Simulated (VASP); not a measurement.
Here is a VASP 6.6.1 calculation.

Contents of INCAR:

```
SYSTEM = In3SbTe2
ALGO = Normal ; EDIFF = 1E-7
EDIFFG = -0.04 ; ENCUT = 600
GGA = PE ; IBRION = 2
ISIF = 3 ; ISMEAR = 0
LASPH = .True. ; LCHARG = .False.
LREAL = .False. ; LWAVE = .False.
NELM = 100 ; NSW = 90
PREC = Accurate ; SIGMA = 0.1
```

File KPOINTS:

```
k-points
0
Gamma
  3 3 4
  0 0 0
```

POSCAR

```
In3SbTe2
1.0
    7.0431965575      0.0000000000      0.0000000000
   -3.5215982787      6.0995871426      0.0000000000
    0.0000000000      0.0000000000      4.6279774044
In Sb Te
3 1 2
Direct
    0.5000000000      0.0000000000      0.5000000000
    0.0000000000      0.5000000000      0.5000000000
    0.5000000000      0.5000000000      0.5000000000
    0.0000000000      0.0000000000      0.5000000000
    0.3333333333      0.6666666667      0.0000000000
    0.6666666667      0.3333333333      0.0000000000
```

Potentials or basis: VASP PAW PBE potentials, release 64 (In_d, Sb, Te).

The run is started by

```console
$ cat potpaw_PBE.64/In_d/POTCAR potpaw_PBE.64/Sb/POTCAR potpaw_PBE.64/Te/POTCAR > POTCAR
$ mpirun -np 1 vasp_std > vasp.out
```

(1) What does it give for the band gap on the k mesh?

(2) What does it give for the relaxed volume?

Answers

(1) zero (bands 28 and 29 overlap by 1.43 eV).

(2) 33.55 Å³/atom.

Caveat: spin-orbit coupling is left out, which moves the levels of the heavy elements.
